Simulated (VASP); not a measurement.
# Be (P6/mmm) in VASP: further runs

The runs below take Be through relaxation of shape and atoms at fixed volume, relaxation of cell and atoms, single point, with PBE.

All numbers are computed with VASP 6.6.1; they aren't measurements. Logs are shortened: lines on timing, memory, paths and dates and some standing lists are left out, and cuts for length are marked.

## (1) The cell of the first run

Symmetry: P6/mmm, No. 191, hexagonal system. The conventional cell has a = 3.473 Å, b = 3.473 Å, c = 2.132 Å, α = 90.00°, β = 90.00°, γ = 120.00°. Be (site symmetry 6/mmm) has 14 Be at 2.13 to 2.27 Å within 2.8 Å. Be (site symmetry -6m2) has 11 Be at 2.00 to 2.27 Å within 2.7 Å.

This isn't the form of Be at room conditions, which is hcp.

## (2) Relaxation of shape and atoms at fixed volume, PBE

Contents of INCAR:

```
SYSTEM = Be
PREC     = Accurate       ! precision mode
ENCUT    = 600            ! plane-wave cutoff, eV
EDIFF    = 1E-6           ! SCF threshold, eV
ISMEAR   = -1             ! smearing method
SIGMA    = 0.08           ! smearing width, eV
LREAL    = .False.        ! projectors in reciprocal space
LASPH    = .True.         ! aspherical terms in the spheres
NELM     = 60             ! most SCF steps
ALGO     = Normal         ! electronic algorithm
ISIF     = 4              ! what is computed and relaxed
LWAVE    = .False.        ! write WAVECAR
LCHARG   = .False.        ! write CHGCAR
GGA      = PE             ! functional
IBRION   = 2              ! ionic algorithm
NSW      = 50             ! ionic steps
EDIFFG   = -0.005         ! ionic threshold
```

Contents of KPOINTS:

```
Automatic mesh
0
Gamma
  10 10 14
  0 0 0
```

Contents of POSCAR:

```
Be
1.0
    3.4725334901      0.0000000000      0.0000000000
   -1.7362667451      3.0073022179      0.0000000000
    0.0000000000      0.0000000000      2.1317316642
Be
3
Direct
    0.0000000000      0.0000000000      0.0000000000
    0.3333333333      0.6666666667      0.5000000000
    0.6666666667      0.3333333333      0.5000000000
```

Potentials or basis: VASP PAW PBE potentials, release 64 (Be).

On the command line:

```
$ cat potpaw_PBE.64/Be/POTCAR > POTCAR
$ mpirun -np 1 vasp_std > vasp.out
```

OUTCAR:

```text
SYSTEM = Be
   PREC = Accurate
   ENCUT = 600
   EDIFF = 1E-6
   ISMEAR = -1
   LREAL = .False.
   LASPH = .True.
   NELM = 60
   ISIF = 4
   GGA = PE
   IBRION = 2
   NSW = 50
   EDIFFG = -0.005

 ion  position               nearest neighbor table
   1  0.000  0.000  0.000-   2 2.27   3 2.27   2 2.27   3 2.27   3 2.27   3 2.27   2 2.27   2 2.27
                             3 2.27   3 2.27   2 2.27   2 2.27
   2  0.333  0.667  0.500-   3 2.00   3 2.00   3 2.00   1 2.27   1 2.27   1 2.27   1 2.27   1 2.27
                             1 2.27
   3  0.667  0.333  0.500-   2 2.00   2 2.00   2 2.00   1 2.27   1 2.27   1 2.27   1 2.27   1 2.27
                             1 2.27

  LATTYP: Found a hexagonal cell.
 ALAT       =     3.4725334901
 C/A-ratio  =     0.6138836876

  Lattice vectors:

 A1 = (   3.4725334901,   0.0000000000,   0.0000000000)
 A2 = (  -1.7362667451,   3.0073022179,   0.0000000000)
 A3 = (   0.0000000000,   0.0000000000,   2.1317316642)

Analysis of symmetry for initial positions (statically):
=====================================================================
 Subroutine PRICEL returns:
 Original cell was already a primitive cell.

 Routine SETGRP: Setting up the symmetry group for a
 hexagonal supercell.

 Subroutine GETGRP returns: Found 24 space group operations
 (whereof 24 operations were pure point group operations)
 out of a pool of 24 trial point group operations.

The static configuration has the point symmetry D_6h.

Analysis of symmetry for dynamics (positions and initial velocities):
=====================================================================
 Subroutine PRICEL returns:
 Original cell was already a primitive cell.

 Routine SETGRP: Setting up the symmetry group for a
 hexagonal supercell.

 Subroutine GETGRP returns: Found 24 space group operations
 (whereof 24 operations were pure point group operations)
 out of a pool of 24 trial point group operations.

The dynamic configuration has the point symmetry D_6h.

 Subroutine INISYM returns: Found 24 space group operations
 (whereof 24 operations are pure point group operations),
 and found     1 'primitive' translations

----------------------------------------------------------------------------------------

                                     Primitive cell

  volume of cell :      22.2616

  direct lattice vectors                    reciprocal lattice vectors
     3.472533490  0.000000000  0.000000000     0.287974185  0.166261973  0.000000000
    -1.736266745  3.007302218  0.000000000     0.000000000  0.332523946  0.000000000
     0.000000000  0.000000000  2.131731664     0.000000000  0.000000000  0.469102194

  length of vectors
     3.472533490  3.472533490  2.131731664     0.332523946  0.332523946  0.469102194

  position of ions in fractional coordinates (direct lattice)
     0.000000000  0.000000000  0.000000000
     0.333333333  0.666666667  0.500000000
     0.666666667  0.333333333  0.500000000

  ion indices of the primitive-cell ions
   primitive index   ion index
                 1           1
                 2           2
                 3           3

----------------------------------------------------------------------------------------

 KPOINTS: Automatic mesh

Automatic generation of k-mesh.
 Grid dimensions read from file:
 generate k-points for:   10   10   14

 Generating k-lattice:

  Cartesian coordinates                     Fractional coordinates (reciprocal lattice)
     0.028797418  0.016626197  0.000000000     0.100000000  0.000000000  0.000000000
     0.000000000  0.033252395  0.000000000     0.000000000  0.100000000  0.000000000
     0.000000000  0.000000000  0.033507300     0.000000000  0.000000000  0.071428571

  Length of vectors
     0.033252395  0.033252395  0.033507300

  Shift w.r.t. Gamma in fractional coordinates (k-lattice)
     0.000000000  0.000000000  0.000000000

 Subroutine IBZKPT returns following result:
 ===========================================

 Found    112 irreducible k-points:

 Following reciprocal coordinates:
            Coordinates               Weight
  0.000000  0.000000  0.000000      1.000000
  0.100000  0.000000  0.000000      6.000000
  0.200000  0.000000  0.000000      6.000000
  0.300000  0.000000  0.000000      6.000000
  0.400000  0.000000  0.000000      6.000000
  0.500000  0.000000  0.000000      3.000000
[... 16 lines left out ...]
  0.300000  0.100000  0.071429     24.000000
  0.400000  0.100000  0.071429     24.000000
 [... further k-points ...]
   k-points           NKPTS =    112   k-points in BZ     NKDIM =    112   number of bands    NBANDS=      7
   number of dos      NEDOS =    301   number of ions     NIONS =      3
   total plane-waves  NPLWV =  14112
   dimension x,y,z NGX =    28 NGY =   28 NGZ =   18
   dimension x,y,z NGXF=    56 NGYF=   56 NGZF=   36
   ions per type =               3
   NGX,Y,Z   is equivalent  to a cutoff of  13.40, 13.40, 14.04 a.u.
   NGXF,Y,Z  is equivalent  to a cutoff of  26.81, 26.81, 28.08 a.u.
 SYSTEM =  Be
   PREC   = accura    normal or accurate (medium, high low for compatibility)
   ISTART =      0    job   : 0-new  1-cont  2-samecut
   ICHARG =      2    charge: 1-file 2-atom 10-const
   ISPIN  =      1    spin polarized calculation?
   LNONCOLLINEAR =      F non collinear calculations
   LSORBIT =      F    spin-orbit coupling
   LASPH  =      T    aspherical Exc in radial PAW
   ENCUT  =  600.0 eV  44.10 Ry    6.64 a.u.   6.94  6.94  4.26*2*pi/ulx,y,z
   NELM   =     60;   NELMIN=  2; NELMDL= -5     # of ELM steps
   EDIFF  = 0.1E-05   stopping-criterion for ELM
   LREAL  =      F    real-space projection
   EDIFFG = -.5E-02   stopping-criterion for IOM
   NSW    =     50    number of steps for IOM
   IBRION =      2    ionic relax: 0-MD 1-quasi-New 2-CG
   NFREE  =      1    steps in history (QN), initial steepest desc. (CG)
   ISIF   =      4    stress and relaxation
   ISYM   =      2    0-nonsym 1-usesym 2-fastsym
   POTIM  = 0.5000    time-step for ionic-motion
   TEBEG  =    0.0;   TEEND  =   0.0 temperature during run
   PSTRESS=    0.0 pullay stress
   NELECT =       6.0000    total number of electrons
   NUPDOWN=      -1.0000    fix difference up-down
   EMIN   =  10.00;   EMAX   =-10.00  energy-range for DOS
   EFERMI =   0.00;   METHOD = LEGACY
   ISMEAR =    -1;   SIGMA  =   0.08  broadening in eV -4-tet -1-fermi 0-gaus
   EFERMI_NEDOS =   21; number of points for ismear=-14 and -15
   IALGO  =     38    algorithm
   IMIX   =      4    mixing-type and parameters
     AMIX     =   0.40;   BMIX     =  1.00
     AMIX_MAG =   1.60;   BMIX_MAG =  1.00
  volume/ion in A,a.u.               =       7.42        50.08
  Fermi-wavevector in a.u.,A,eV,Ry     =   1.057483  1.998352 15.214980  1.118269
  Thomas-Fermi vector in A             =   2.192757
   LORBIT       =      0    0 simple, 1 ext, 2 COOP (PROOUT), +10 PAW based schemes
   GGA     = PE    functional components
   LHFCALC =     F    Hartree Fock is set to
   AEXX    =    0.0000 exact exchange contribution
   IVDW    =     0    specifies the selected vdW correction
   LEPSILON=     F    determine dielectric tensor
   LRPA    =     F    only Hartree local field effects (RPA)
 conjugate gradient relaxation of ions
 non-spin polarized calculation
  energy-cutoff  :      600.00
  volume of cell :       22.26
 maximum number of plane-waves:       754
 NGX is ok and might be reduce to    28
   NGX = 13   NGY = 13   NGZ =  9

--------------------------------------- Ionic step        1  -------------------------------------------

 number of electron       6.0000000 magnetization

 Free energy of the ion-electron system (eV)
  ---------------------------------------------------
  ext. energy  EPLUGINS =         0.00000000
  ---------------------------------------------------
  free energy    TOTEN  =       -10.67729195 eV

  energy without entropy =      -10.66757186  energy(sigma->0) =      -10.67243191

------------------------ aborting loop because EDIFF is reached ----------------------------------------

  FORCE on cell =-STRESS in cart. coord.  units (eV):
  Direction    XX          YY          ZZ          XY          YZ          ZX
  --------------------------------------------------------------------------------------
  -------------------------------------------------------------------------------------
  Total        1.7037145      1.7037145      1.2872662     -0.0000000      0.0000000      0.0000000
  in kB      122.6171899    122.6171899     92.6451909     -0.0000000      0.0000000      0.0000000
  external PRESSURE =     112.6265236 kB  Pullay stress =       0.0000000 kB
[... 59 lines left out ...]
  energy  without entropy=      -10.6688587824  energy(sigma->0) =      -10.67359233

--------------------------------------- Ionic step        3  -------------------------------------------

 number of electron       6.0000000 magnetization

 Free energy of the ion-electron system (eV)
  ---------------------------------------------------
  ext. energy  EPLUGINS =         0.00000000
  ---------------------------------------------------
  free energy    TOTEN  =       -10.67834139 eV

  energy without entropy =      -10.66891911  energy(sigma->0) =      -10.67363025

 E-fermi :   8.2966     XC(G=0): -10.8198

 val. band max:        8.2707995008   @ k =   0.4000   0.0000   0.5000
 cond. band min:       8.3224618061   @ k =   0.2000   0.0000   0.3571
 fundamental gap:      0.0516623053
 Fermi energy:         8.2965710418

 k-point     1 :       0.0000    0.0000    0.0000
  band No.  band energies     occupation
      1      -4.1438      2.00000
      2       6.8170      2.00000
      3       6.8170      2.00000
      4       7.0425      2.00000
      5       7.0425      2.00000
      6      14.1838      0.00000
      7      14.4617      0.00000
[... 221 lines left out ...]
 k-point    24 :       0.4000    0.1000    0.0714
  band No.  band energies     occupation
      1      -1.5214      2.00000
      2      -0.3341      2.00000
      3       2.6097      2.00000
      4       9.7264      0.00000
      5      16.3400      0.00000
      6      18.9474      0.00000
      7      20.0136      0.00000

 [... further k-points ...]
[... 5 lines left out ...]
  --------------------------------------------------------------------------------------
  -------------------------------------------------------------------------------------
  Total        1.5391349      1.5391349      1.5376864     -0.0000000      0.0000000      0.0000000
  in kB      110.7723096    110.7723096    110.6680640     -0.0000000      0.0000000      0.0000000
  external PRESSURE =     110.7375611 kB  Pullay stress =       0.0000000 kB
[... 18 lines left out ...]
  FREE ENERGIE OF THE ION-ELECTRON SYSTEM (eV)
  ---------------------------------------------------
  free  energy   TOTEN  =       -10.6783413879 eV

  energy  without entropy=      -10.6689191087  energy(sigma->0) =      -10.67363025

 reached required accuracy - stopping structural energy minimisation
```

It took 36 s on 1 thread of Intel Xeon 8259CL, shared host; peak memory 0.14 GiB.

Results:

| Quantity | Value |
| --- | --- |
| Free energy | -10.6783 eV |
| Energy gained by relaxing | 0.3 meV/atom |
| Ionic steps | 3 |
| Pressure after relaxing | 11.1 GPa |
| Band gap on the k mesh | zero (bands 3 and 4 overlap by 5.20 eV) |

Step by step:
```csv
step,energy change (eV),largest force (eV/Å),pressure (GPa),volume (Å³)
1,0.0000,0.0000,11.26,22.26
2,-0.0010,0.0000,11.10,22.26
3,-0.0010,0.0000,11.07,22.26
```

Final structure:
```cif
data_structure
_symmetry_space_group_name_H-M 'P 1'
_symmetry_Int_Tables_number 1
_cell_length_a 3.4814
_cell_length_b 3.4814
_cell_length_c 2.1209
_cell_angle_alpha 90.000
_cell_angle_beta 90.000
_cell_angle_gamma 120.000
_cell_volume 22.26
loop_
_atom_site_label
_atom_site_type_symbol
_atom_site_fract_x
_atom_site_fract_y
_atom_site_fract_z
_atom_site_occupancy
Be1 Be 0.00000 0.00000 0.00000 1
Be2 Be 0.33333 0.66667 0.50000 1
Be3 Be 0.66667 0.33333 0.50000 1
```

(Part 1 of 2 ends here.)
